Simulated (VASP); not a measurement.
# BAs2 (R3m) in VASP: further runs

BAs2 is run at these levels: PBE; tasks: single point, relaxation of cell and atoms.

Program: VASP 6.6.1. These are calculated values, not measurements. Logs are shortened: lines on timing, memory, paths and dates and some standing lists are left out, and cuts for length are marked.

## Step 1: The cell of the first run

The structure is trigonal, space group R3m (No. 160). Conventional cell: a = 2.992 Å, b = 2.992 Å, c = 17.375 Å, α = 90.00°, β = 90.00°, γ = 120.00°. B (site symmetry 3m) has 6 As at 2.24 Å and 6 B at 2.99 Å within 3.0 Å. As (site symmetry 3m) has 3 B at 2.24 Å and 7 As at 2.84 to 2.99 Å within 3.0 Å. As (site symmetry 3m) has 3 B at 2.24 Å and 7 As at 2.84 to 2.99 Å within 3.0 Å.

## Step 2: Single point, PBE

Input file INCAR:

```
PREC = Accurate
ENCUT = 520
EDIFF = 1E-6
ISMEAR = 0
SIGMA = 0.1
LREAL = False
LASPH = True
NELM = 80
ALGO = Normal
ISIF = 2
LWAVE = False
LCHARG = False
GGA = PE
NBANDS = 14
```

Input file KPOINTS:

```
regular mesh
0
Gamma
  6 6 6
```

Input file POSCAR:

```
BAs2
1.0
    1.4958357852      0.8636211932      5.7916497454
   -1.4958357852      0.8636211932      5.7916497454
    0.0000000000     -1.7272423865      5.7916497454
B As
1 2
Direct
    0.0000000000      0.0000000000      0.0000000000
    0.7484000000      0.7484000000      0.7484000000
    0.5849000000      0.5849000000      0.5849000000
```

Potentials or basis: VASP PAW PBE potentials, release 64 (B, As).

Command:

```
cat potpaw_PBE.64/B/POTCAR potpaw_PBE.64/As/POTCAR > POTCAR
mpirun -np 1 vasp_std > vasp.out
```

OUTCAR:

```text
PREC = Accurate
   ENCUT = 520
   EDIFF = 1E-6
   ISMEAR = 0
   LREAL = False
   LASPH = True
   NELM = 80
   ISIF = 2
   GGA = PE

 ion  position               nearest neighbor table
   1  0.000  0.000  0.000-   2 2.24   2 2.24   2 2.24   3 2.24   3 2.24   3 2.24
   2  0.748  0.748  0.748-   1 2.24   1 2.24   1 2.24   3 2.84
   3  0.585  0.585  0.585-   1 2.24   1 2.24   1 2.24   2 2.84

  LATTYP: Found a trigonal (rhomboedric) cell.
 ALAT       =     6.0437217867
 COS(alpha) =     0.8774851014

  Lattice vectors:

 A1 = (   1.4958357852,   0.8636211932,   5.7916497454)
 A2 = (  -1.4958357852,   0.8636211932,   5.7916497454)
 A3 = (   0.0000000000,  -1.7272423865,   5.7916497454)

Analysis of symmetry for initial positions (statically):
=====================================================================
 Subroutine PRICEL returns:
 Original cell was already a primitive cell.

 Routine SETGRP: Setting up the symmetry group for a
 trigonal (rhombohedral) supercell.

 Subroutine GETGRP returns: Found  6 space group operations
 (whereof  6 operations were pure point group operations)
 out of a pool of 12 trial point group operations.

The static configuration has the point symmetry C_3v.

Analysis of symmetry for dynamics (positions and initial velocities):
=====================================================================
 Subroutine PRICEL returns:
 Original cell was already a primitive cell.

 Routine SETGRP: Setting up the symmetry group for a
 trigonal (rhombohedral) supercell.

 Subroutine GETGRP returns: Found  6 space group operations
 (whereof  6 operations were pure point group operations)
 out of a pool of 12 trial point group operations.

The dynamic configuration has the point symmetry C_3v.

 Subroutine INISYM returns: Found  6 space group operations
 (whereof  6 operations are pure point group operations),
 and found     1 'primitive' translations

----------------------------------------------------------------------------------------

                                     Primitive cell

  volume of cell :      44.8912

  direct lattice vectors                    reciprocal lattice vectors
     1.495835785  0.863621193  5.791649745     0.334261291  0.192985846  0.057554125
    -1.495835785  0.863621193  5.791649745    -0.334261291  0.192985846  0.057554125
     0.000000000 -1.727242386  5.791649745     0.000000000 -0.385971692  0.057554125

  length of vectors
     6.043721787  6.043721787  6.043721787     0.390239189  0.390239189  0.390239189

  position of ions in fractional coordinates (direct lattice)
     0.000000000  0.000000000  0.000000000
     0.748400000  0.748400000  0.748400000
     0.584900000  0.584900000  0.584900000

  ion indices of the primitive-cell ions
   primitive index   ion index
                 1           1
                 2           2
                 3           3

----------------------------------------------------------------------------------------

 KPOINTS: regular mesh

Automatic generation of k-mesh.
 Grid dimensions read from file:
 generate k-points for:    6    6    6

 Generating k-lattice:

  Cartesian coordinates                     Fractional coordinates (reciprocal lattice)
     0.055710215  0.032164308  0.009592354     0.166666667  0.000000000  0.000000000
    -0.055710215  0.032164308  0.009592354     0.000000000  0.166666667  0.000000000
     0.000000000 -0.064328615  0.009592354     0.000000000  0.000000000  0.166666667

  Length of vectors
     0.065039865  0.065039865  0.065039865

  Shift w.r.t. Gamma in fractional coordinates (k-lattice)
     0.000000000  0.000000000  0.000000000

 Subroutine IBZKPT returns following result:
 ===========================================

 Found     32 irreducible k-points:

 Following reciprocal coordinates:
            Coordinates               Weight
  0.000000  0.000000  0.000000      1.000000
  0.166667 -0.000000  0.000000      6.000000
  0.333333 -0.000000  0.000000      6.000000
  0.500000 -0.000000 -0.000000      3.000000
  0.166667  0.166667  0.000000      6.000000
  0.333333  0.166667  0.000000     12.000000
[... 16 lines left out ...]
  0.500000  0.500000  0.166667      6.000000
 -0.333333  0.500000  0.166667     12.000000
 [... further k-points ...]
   k-points           NKPTS =     32   k-points in BZ     NKDIM =     32   number of bands    NBANDS=     14
   number of dos      NEDOS =    301   number of ions     NIONS =      3
   total plane-waves  NPLWV = 110592
   dimension x,y,z NGX =    48 NGY =   48 NGZ =   48
   dimension x,y,z NGXF=    96 NGYF=   96 NGZF=   96
   ions per type =               1   2
   NGX,Y,Z   is equivalent  to a cutoff of  13.20, 13.20, 13.20 a.u.
   NGXF,Y,Z  is equivalent  to a cutoff of  26.41, 26.41, 26.41 a.u.
 SYSTEM =  unknown system
   PREC   = accura    normal or accurate (medium, high low for compatibility)
   ISTART =      0    job   : 0-new  1-cont  2-samecut
   ICHARG =      2    charge: 1-file 2-atom 10-const
   ISPIN  =      1    spin polarized calculation?
   LNONCOLLINEAR =      F non collinear calculations
   LSORBIT =      F    spin-orbit coupling
   LASPH  =      T    aspherical Exc in radial PAW
   ENCUT  =  520.0 eV  38.22 Ry    6.18 a.u.  11.24 11.24 11.24*2*pi/ulx,y,z
   NELM   =     80;   NELMIN=  2; NELMDL= -5     # of ELM steps
   EDIFF  = 0.1E-05   stopping-criterion for ELM
   LREAL  =      F    real-space projection
   EDIFFG = 0.1E-04   stopping-criterion for IOM
   NSW    =      0    number of steps for IOM
   IBRION =     -1    ionic relax: 0-MD 1-quasi-New 2-CG
   NFREE  =      0    steps in history (QN), initial steepest desc. (CG)
   ISIF   =      2    stress and relaxation
   ISYM   =      2    0-nonsym 1-usesym 2-fastsym
   POTIM  = 0.5000    time-step for ionic-motion
   TEBEG  =    0.0;   TEEND  =   0.0 temperature during run
   PSTRESS=    0.0 pullay stress
   NELECT =      13.0000    total number of electrons
   NUPDOWN=      -1.0000    fix difference up-down
   EMIN   =  10.00;   EMAX   =-10.00  energy-range for DOS
   EFERMI =   0.00;   METHOD = LEGACY
   ISMEAR =     0;   SIGMA  =   0.10  broadening in eV -4-tet -1-fermi 0-gaus
   EFERMI_NEDOS =   21; number of points for ismear=-14 and -15
   IALGO  =     38    algorithm
   IMIX   =      4    mixing-type and parameters
     AMIX     =   0.40;   BMIX     =  1.00
     AMIX_MAG =   1.60;   BMIX_MAG =  1.00
  volume/ion in A,a.u.               =      14.96       100.98
  Fermi-wavevector in a.u.,A,eV,Ry     =   1.083101  2.046764 15.961106  1.173108
  Thomas-Fermi vector in A             =   2.219159
   LORBIT       =      0    0 simple, 1 ext, 2 COOP (PROOUT), +10 PAW based schemes
   GGA     = PE    functional components
   LHFCALC =     F    Hartree Fock is set to
   AEXX    =    0.0000 exact exchange contribution
   IVDW    =     0    specifies the selected vdW correction
   LEPSILON=     F    determine dielectric tensor
   LRPA    =     F    only Hartree local field effects (RPA)
 non-spin polarized calculation
 Gauss-broadening in eV      SIGMA  =   0.10
  energy-cutoff  :      520.00
  volume of cell :       44.89
 maximum number of plane-waves:      1233
 NGX is ok and might be reduce to    48
   NGX = 23   NGY = 23   NGZ = 23

 number of electron      12.9999999 magnetization

 Free energy of the ion-electron system (eV)
  ---------------------------------------------------
  ext. energy  EPLUGINS =         0.00000000
  ---------------------------------------------------
  free energy    TOTEN  =       -13.83316739 eV

  energy without entropy =      -13.82461774  energy(sigma->0) =      -13.82889257

 E-fermi :   6.8967     XC(G=0): -10.8630

 val. band max:        6.8924540009   @ k =   0.5000   0.5000   0.3333
 cond. band min:       6.9323231338   @ k =   0.1667   0.1667   0.0000
 fundamental gap:      0.0398691328
 Fermi energy:         6.8966519446

 k-point     1 :       0.0000    0.0000    0.0000
  band No.  band energies     occupation
      1      -9.3322      2.00000
      2      -6.3223      2.00000
      3      -1.6047      2.00000
      4       6.5182      2.00000
      5       8.1128      0.00000
      6       8.1128      0.00000
      7      11.5688      0.00000
      8      11.5688      0.00000
      9      11.7720      0.00000
     10      12.4656      0.00000
     11      12.4656      0.00000
     12      14.2139      0.00000
     13      15.9600      0.00000
     14      18.7482      0.00000

 k-point     2 :       0.1667   -0.0000    0.0000
  band No.  band energies     occupation
      1      -8.7668      2.00000
      2      -5.7809      2.00000
      3      -1.0009      2.00000
      4       4.9535      2.00000
      5       6.4130      2.00000
      6       6.9827      0.22357
      7       8.6897      0.00000
      8      10.4529      0.00000
      9      11.1146      0.00000
     10      12.5768      0.00000
     11      13.6026      0.00000
     12      14.2617      0.00000
     13      15.3033      0.00000
     14      17.5570      0.00000

 k-point     3 :       0.3333   -0.0000    0.0000
  band No.  band energies     occupation
      1      -7.1380      2.00000
      2      -4.2188      2.00000
      3       0.3259      2.00000
      4       0.8490      2.00000
      5       3.2090      2.00000
      6       5.6047      2.00000
      7       7.9680      0.00000
      8       8.9033      0.00000
      9       8.9869      0.00000
     10      11.1966      0.00000
     11      12.7258      0.00000
     12      14.2403      0.00000
     13      14.7895      0.00000
     14      16.1682      0.00000
[... 324 lines left out ...]
 k-point    23 :       0.5000    0.5000    0.1667
  band No.  band energies     occupation
      1      -6.9242      2.00000
      2      -4.8576      2.00000
      3       0.4427      2.00000
      4       2.5084      2.00000
      5       3.1128      2.00000
      6       5.4741      2.00000
      7       5.6090      2.00000
      8       8.8589      0.00000
      9       9.6295      0.00000
     10      11.2862      0.00000
     11      12.7064      0.00000
     12      13.1177      0.00000
     13      15.8537      0.00000
     14      16.5485      0.00000

 k-point    24 :      -0.3333    0.5000    0.1667
  band No.  band energies     occupation
      1      -5.5227      2.00000
      2      -3.4296      2.00000
      3      -1.0889      2.00000
      4       1.6463      2.00000
      5       2.5330      2.00000
      6       3.8294      2.00000
      7       5.7999      2.00000
      8       6.7005      1.99446
      9       8.3913      0.00000
     10      10.5718      0.00000
     11      12.8982      0.00000
     12      13.9274      0.00000
     13      17.0535      0.00000
     14      17.6306      0.00000

 [... further k-points ...]

------------------------ aborting loop because EDIFF is reached ----------------------------------------

  FORCE on cell =-STRESS in cart. coord.  units (eV):
  Direction    XX          YY          ZZ          XY          YZ          ZX
  --------------------------------------------------------------------------------------
  -------------------------------------------------------------------------------------
  Total        4.0900205      4.0900205     -1.4052184      0.0000000      0.0000000      0.0000000
  in kB      145.9739363    145.9739363    -50.1526244      0.0000000      0.0000000      0.0000000
  external PRESSURE =      80.5984160 kB  Pullay stress =       0.0000000 kB

 VOLUME and BASIS-vectors are now :
 -----------------------------------------------------------------------------
  energy-cutoff  :      520.00
  volume of cell :       44.89
      direct lattice vectors                 reciprocal lattice vectors
     1.495835785  0.863621193  5.791649745     0.334261291  0.192985846  0.057554125
    -1.495835785  0.863621193  5.791649745    -0.334261291  0.192985846  0.057554125
     0.000000000 -1.727242386  5.791649745     0.000000000 -0.385971692  0.057554125

 POSITION                                       TOTAL-FORCE (eV/Angst)
 -----------------------------------------------------------------------------------
      0.00000      0.00000      0.00000         0.000000     -0.000000      0.030033
      0.00000     -0.00000     13.00341         0.000000      0.000000     -0.906146
      0.00000     -0.00000     10.16261         0.000000     -0.000000      0.876113
 -----------------------------------------------------------------------------------
    total drift:                                0.000000      0.000000     -0.000082

  FREE ENERGIE OF THE ION-ELECTRON SYSTEM (eV)
  ---------------------------------------------------
  free  energy   TOTEN  =       -13.8331673925 eV

  energy  without entropy=      -13.8246177430  energy(sigma->0) =      -13.82889257
```

It took 2 min on 1 thread of Intel Xeon 8259CL, shared host; peak memory 0.31 GiB.

Results:

| Item | Value |
| --- | --- |
| Free energy | -13.8332 eV |
| Pressure | 8.1 GPa |
| Largest force | 0.906 eV/Å |
| Band gap on the k mesh | zero (an odd number of electrons rules out a gap without spin polarisation) |

Forces on the atoms (eV/Å):
```
B    0.000  0.000  0.030
As   0.000  0.000 -0.906
As   0.000  0.000  0.876
```

Caveat: the k points lie up to 0.41 Å⁻¹ apart, too coarse for converged energies and pressures of a metal.

## Step 3: Single point, PBE

This run uses another cell than the first one, of 17.59 Å³/atom.

Input file INCAR:

```
SYSTEM = BAs2
PREC = Accurate
ENCUT = 520
EDIFF = 1E-6
ISMEAR = 0
SIGMA = 0.1
LREAL = .False.
LASPH = .True.
NELM = 80
ALGO = Normal
ISIF = 2
LWAVE = .False.
LCHARG = .True.
GGA = PE
LELF = .True.
LVHAR = .True.
NBANDS = 14
```

Input file KPOINTS:

```
Automatic mesh
0
Gamma
  6 6 6
  0 0 0
```

Input file POSCAR:

```
BAs2
1.0
    1.6060884117      0.9272755768      5.9065642249
   -1.6060884117      0.9272755768      5.9065642249
    0.0000000000     -1.8545511536      5.9065642249
B As
1 2
Direct
    0.0001435253      0.0001435253      0.0001435253
    0.7383047063      0.7383047063      0.7383047063
    0.5948517684      0.5948517684      0.5948517684
```

Potentials or basis: VASP PAW PBE potentials, release 64 (B, As).

Command:

```
cat potpaw_PBE.64/B/POTCAR potpaw_PBE.64/As/POTCAR > POTCAR
mpirun -np 1 vasp_std > vasp.out
```

Wall time 2.3 min (1 thread of Intel Xeon 8259CL, shared host); peak memory 0.31 GiB.

The run converged. Its results:

| Item | Value |
| --- | --- |
| Free energy | -14.4544 eV |
| Pressure | 0.6 GPa |
| Largest force | 0.092 eV/Å |
| Band gap on the k mesh | zero (an odd number of electrons rules out a gap without spin polarisation) |

Forces in eV/Å, atoms in the order of the input:
```
B    0.000  0.000  0.007
As   0.000  0.000  0.085
As   0.000  0.000 -0.092
```

Stress tensor (GPa, compression positive):
```
0.48 0.00 0.00
0.00 0.48 0.00
0.00 0.00 0.81
```

Levels at points of the mesh, in eV from the Fermi level:
| k point | band 4 | band 5 | band 6 | band 7 | band 8 | band 9 |
| --- | --- | --- | --- | --- | --- | --- |
| (0.00, 0.00, 0.00) | -0.69 | -0.69 | 0.49 | 3.08 | 3.43 | 3.43 |
| (0.50, 0.00, 0.00) | -5.47 | -3.96 | -3.17 | 0.15 | 1.15 | 2.05 |
| (0.50, 0.50, 0.00) | -5.64 | -3.28 | -3.23 | 0.46 | 1.52 | 1.62 |
| (0.50, 0.50, 0.50) | -2.53 | -0.71 | -0.71 | 3.24 | 3.59 | 3.59 |

Caveat: the k points lie up to 0.38 Å⁻¹ apart, too coarse for converged energies and pressures of a metal.

## Step 4: Relaxation of cell and atoms, PBE

Input file INCAR:

```
  ALGO = Normal
  EDIFF = 1E-6
  EDIFFG = -0.04
  ENCUT = 600
  GGA = PE
  IBRION = 2
  ISIF = 3
  ISMEAR = 0
  LASPH = True
  LCHARG = False
  LREAL = False
  LWAVE = False
  NELM = 100
  NSW = 90
  PREC = Accurate
  SIGMA = 0.1
```

Input file KPOINTS:

```
k-points
0
Gamma
  6 6 6
```

Input file POSCAR:

```
BAs2
1.0
    1.4958357852      0.8636211932      5.7916497454
   -1.4958357852      0.8636211932      5.7916497454
    0.0000000000     -1.7272423865      5.7916497454
B As
1 2
Direct
    0.0000000000      0.0000000000      0.0000000000
    0.7484000000      0.7484000000      0.7484000000
    0.5849000000      0.5849000000      0.5849000000
```

Command:

```
cat potpaw_PBE.64/B/POTCAR potpaw_PBE.64/As/POTCAR > POTCAR
mpirun -np 1 vasp_std > vasp.out
```

Wall time 24 min (1 thread of Intel Xeon 8259CL, shared host); peak memory 0.37 GiB.

The run converged. Its results:

```
Free energy                           : -14.4548 eV
Relaxed volume                        : 17.77 Å³/atom
Relaxed cell                          : a = 6.231 Å, b = 6.231 Å, c = 6.231 Å, α = 29.92°, β = 29.92°, γ = 29.92°
Space group after relaxing (to 0.1 Å) : R3m (No. 160)
Energy gained by relaxing             : 206.9 meV/atom
Ionic steps                           : 27
Pressure after relaxing               : 0.0 GPa
Largest force after relaxing          : 0.006 eV/Å
Band gap on the k mesh                : zero (an odd number of electrons rules out a gap without spin polarisation)
```

Forces on the atoms (eV/Å):
```
B    0.000  0.000 -0.003
As   0.000  0.000  0.006
As   0.000  0.000 -0.003
```

The path:
```csv
step,energy change (eV),largest force (eV/Å),pressure (GPa),volume (Å³)
1,0.0000,0.9075,8.05,44.89
2,-0.4938,1.1776,-1.67,49.83
3,-0.5384,1.2814,-3.28,50.94
4,-0.5422,0.5928,-5.37,53.17
5,-0.5584,0.9534,-4.44,52.04
6,-0.4003,2.2220,4.74,50.04
7,-0.5912,0.1680,-2.29,51.44
8,-0.5913,0.1228,-2.17,51.41
9,-0.6074,0.0853,0.74,49.84
10,-0.6076,0.0898,0.40,50.02
11,-0.6093,0.1334,0.22,50.20
12,-0.6115,0.2591,-0.30,50.76
13,-0.6121,0.2412,-0.26,50.80
14,-0.6136,0.1908,-0.16,50.93
15,-0.6156,0.0876,0.08,51.18
16,-0.6164,0.1718,0.60,51.68
17,-0.6166,0.1010,0.44,51.54
18,-0.6174,0.0866,0.32,51.79
19,-0.6192,0.0524,-0.04,52.54
20,-0.6185,0.0804,-0.59,54.03
21,-0.6197,0.0641,-0.25,53.14
22,-0.6201,0.0597,-0.14,53.14
23,-0.6202,0.0621,-0.07,53.15
24,-0.6204,0.0491,0.12,53.11
25,-0.6204,0.0539,0.19,53.10
26,-0.6206,0.0404,0.14,53.16
27,-0.6208,0.0062,-0.01,53.32
```

Final structure:
```
B As
1.0
     1.60867    0.92877    5.94771
    -1.60867    0.92877    5.94771
     0.00000   -1.85754    5.94771
B As
1 2
Direct
  0.00026 0.00026 0.00026
  0.73793 0.73793 0.73793
  0.59511 0.59511 0.59511
```

Levels at points of the mesh, in eV from the Fermi level:
```csv
k point,band 2,band 3,band 4,band 5,band 6,band 7,band 8,band 9,band 10
"(0.00, 0.00, 0.00)",-12.09,-6.88,-0.67,-0.67,0.44,3.05,3.42,3.42,3.98
"(0.50, 0.00, 0.00)",-9.37,-9.08,-5.44,-3.93,-3.14,0.17,1.16,2.07,2.91
"(0.50, 0.50, 0.00)",-9.57,-9.06,-5.60,-3.28,-3.20,0.48,1.51,1.62,3.11
"(0.50, 0.50, 0.50)",-12.55,-5.03,-2.49,-0.69,-0.69,3.22,3.57,3.57,3.91
```

Caveat: the k points lie up to 0.38 Å⁻¹ apart in the final cell, too coarse for converged energies and pressures of a metal; the volume moved by over 15 % at a fixed basis, so the end points are rough.

(Part 1 of 2 ends here.)

The gap in the log of VASP goes by the Fermi energy; the results here count the filled bands.